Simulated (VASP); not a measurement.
Wanted: the native input for a VASP 6.6.1 run.

```yaml
Task: single point
Functional: PBE
Potentials_or_basis: VASP PAW PBE potentials, release 64 (Ge_d, P, S)
Cutoff: 520 eV
k_mesh: 6 × 6 × 12
Occupations: gaussian, width 0.1 eV
Spin: no spin polarisation
Dipole_correction: no
Further_INCAR_settings: ALGO = Normal; EDIFF = 1e-07; NBANDS = 33
```

The structure of GeP2S4 lies in POSCAR:

```
GeP2S4
1.0
    6.2849943959      0.0000000000      0.0000000000
    0.0000000000      6.2849943959      0.0000000000
    0.0000000000      0.0000000000      3.1667835179
Ge P S
1 2 4
Direct
    0.0000000000      0.0000000000      0.0000000000
    0.5000000000      0.0000000000      0.5000000000
    0.0000000000      0.5000000000      0.5000000000
    0.2604215767      0.2604215767      0.0000000000
    0.7395784233      0.2604215767      0.0000000000
    0.7395784233      0.7395784233      0.0000000000
    0.2604215767      0.7395784233      0.0000000000
```

The input as run:

INCAR

```
PREC     = Accurate       # precision mode
ENCUT    = 520            # plane-wave cutoff, eV
EDIFF    = 1E-7           # SCF threshold, eV
ISMEAR   = 0              # smearing method
SIGMA    = 0.1            # smearing width, eV
LREAL    = False          # projectors in reciprocal space
LASPH    = True           # aspherical terms in the spheres
NELM     = 80             # most SCF steps
ALGO     = Normal         # electronic algorithm
ISIF     = 2              # what is computed and relaxed
LWAVE    = False          # write WAVECAR
LCHARG   = False          # write CHGCAR
GGA      = PE             # functional
NBANDS   = 33             # bands
```

KPOINTS

```
Automatic mesh
0
Gamma
  6 6 12
```

Potentials or basis: VASP PAW PBE potentials, release 64 (Ge_d, P, S).

The run is started by

```sh
$ cat potpaw_PBE.64/Ge_d/POTCAR potpaw_PBE.64/P/POTCAR potpaw_PBE.64/S/POTCAR > POTCAR
$ mpirun -np 1 vasp_std > vasp.out
```

It gave:

* Pressure: -0.2 GPa
* Largest force: 0.016 eV/Å
* Band gap on the k mesh: zero (bands 24 and 25 overlap by 2.50 eV)

Wall time 4.2 min on 1 thread of Intel Xeon 8259CL (shared host), peak memory 0.39 GiB.
